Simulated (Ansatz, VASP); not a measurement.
One calculation of Hf7PO16, two programs

Contents of INCAR:

```
ALGO = Normal
EDIFF = 1E-8
ENCUT = 520
GGA = PE
ISIF = 2
ISMEAR = -1
ISPIN = 2
LASPH = True
LCHARG = False
LEFG = True
LMAXMIX = 4
LORBIT = 11
LREAL = Auto
LWAVE = False
MAGMOM = 1 0 0 0 0 0 0 0 0 0 0 0 0 0 0 0 0 0 0 0 0 0 0 0
NBANDS = 108
NELM = 150
PREC = Accurate
SIGMA = 0.01
```

Contents of KPOINTS:

```
k-points
0
Gamma
  3 3 3
```

POSCAR

```
Hf7PO16
1.0
    0.0000000000      5.1150000000      5.1150000000
    5.1150000000      0.0000000000      5.1150000000
    5.1150000000      5.1150000000      0.0000000000
P Hf O
1 7 16
Direct
    0.0000000000      0.0000000000      0.0000000000
    0.0000000000      0.0000000000      0.5000000000
    0.0000000000      0.5000000000      0.0000000000
    0.0000000000      0.5000000000      0.5000000000
    0.5000000000      0.0000000000      0.0000000000
    0.5000000000      0.0000000000      0.5000000000
    0.5000000000      0.5000000000      0.0000000000
    0.5000000000      0.5000000000      0.5000000000
    0.1250000000      0.1250000000      0.1250000000
    0.1250000000      0.1250000000      0.6250000000
    0.1250000000      0.6250000000      0.1250000000
    0.1250000000      0.6250000000      0.6250000000
    0.6250000000      0.1250000000      0.1250000000
    0.6250000000      0.1250000000      0.6250000000
    0.6250000000      0.6250000000      0.1250000000
    0.6250000000      0.6250000000      0.6250000000
    0.3750000000      0.3750000000      0.3750000000
    0.3750000000      0.3750000000      0.8750000000
    0.3750000000      0.8750000000      0.3750000000
    0.3750000000      0.8750000000      0.8750000000
    0.8750000000      0.3750000000      0.3750000000
    0.8750000000      0.3750000000      0.8750000000
    0.8750000000      0.8750000000      0.3750000000
    0.8750000000      0.8750000000      0.8750000000
```

Input for Ansatz:

```yaml
crystal:
  lattice:
    - [0.0, 5.115, 5.115]
    - [5.115, 0.0, 5.115]
    - [5.115, 5.115, 0.0]
  atoms:
    - { symbol: P, position: [0.0, 0.0, 0.0], spin: 1.0 }
    - { symbol: Hf, position: [0.0, 0.0, 0.5] }
    - { symbol: Hf, position: [0.0, 0.5, 0.0] }
    - { symbol: Hf, position: [0.0, 0.5, 0.5] }
    - { symbol: Hf, position: [0.5, 0.0, 0.0] }
    - { symbol: Hf, position: [0.5, 0.0, 0.5] }
    - { symbol: Hf, position: [0.5, 0.5, 0.0] }
    - { symbol: Hf, position: [0.5, 0.5, 0.5] }
    - { symbol: O, position: [0.125, 0.125, 0.125] }
    - { symbol: O, position: [0.125, 0.125, 0.625] }
    - { symbol: O, position: [0.125, 0.625, 0.125] }
    - { symbol: O, position: [0.125, 0.625, 0.625] }
    - { symbol: O, position: [0.625, 0.125, 0.125] }
    - { symbol: O, position: [0.625, 0.125, 0.625] }
    - { symbol: O, position: [0.625, 0.625, 0.125] }
    - { symbol: O, position: [0.625, 0.625, 0.625] }
    - { symbol: O, position: [0.375, 0.375, 0.375] }
    - { symbol: O, position: [0.375, 0.375, 0.875] }
    - { symbol: O, position: [0.375, 0.875, 0.375] }
    - { symbol: O, position: [0.375, 0.875, 0.875] }
    - { symbol: O, position: [0.875, 0.375, 0.375] }
    - { symbol: O, position: [0.875, 0.375, 0.875] }
    - { symbol: O, position: [0.875, 0.875, 0.375] }
    - { symbol: O, position: [0.875, 0.875, 0.875] }
magnetization:
  spin_polarized: true
kpoints:
  mp_grid: { grid: [3, 3, 3] }
scf:
  occupations: { method: fermi_dirac, width: 0.01 }
hamiltonian:
  xc: pbe
  pseudopotentials: { kind: paw }
output:
  forces: true
  stress: true
  populations: true
  efg:
    quadrupole_moments_barn: { Hf: 3.365, O: -0.02558 }
    contact_densities: true
```

Alike in both runs: task electric field gradients; functional PBE; k mesh 3 × 3 × 3; occupations fermi-dirac, width 0.01 eV; collinear spin.

|  | VASP | Ansatz |
| --- | --- | --- |
| version | VASP 6.6.1 | Ansatz 0.2.0 |
| potentials or method | VASP PAW PBE potentials, release 64 (P, Hf_pv, O) | plane-wave PAW, scalar-relativistic |
| plane-wave cutoff (eV) | 520 | 420 |
| valence electrons in the cell | 171 | 283 |

Ansatz gave:

| Item | Value |
| --- | --- |
| pressure (GPa) | -5.0 |
| rms of the force components (eV/Å) | 0.149 |
| net moment per atom (μB) | 0.02 |
| size of the moment on the site where the two differ most (μB) | 0.04 |
| size of Vzz on the site where it differs most (V/Å²) | 32.8 |

What did VASP give for the same quantities?

Pressure (GPa): -8.1; rms of the force components (eV/Å): 0.118; net moment per atom (μB): 0.02; size of the moment on the site where the two differ most (μB): 0.03; size of Vzz on the site where it differs most (V/Å²): 25.6.

Site moments also hang on the region over which each program counts them. Atom by atom the forces differ by 0.032 eV/Å (rms over components). VASP's potentials hold 171 valence electrons a cell and Ansatz's 283, so a difference there can come from the potentials and not from the codes.

Spin-orbit coupling is off throughout.
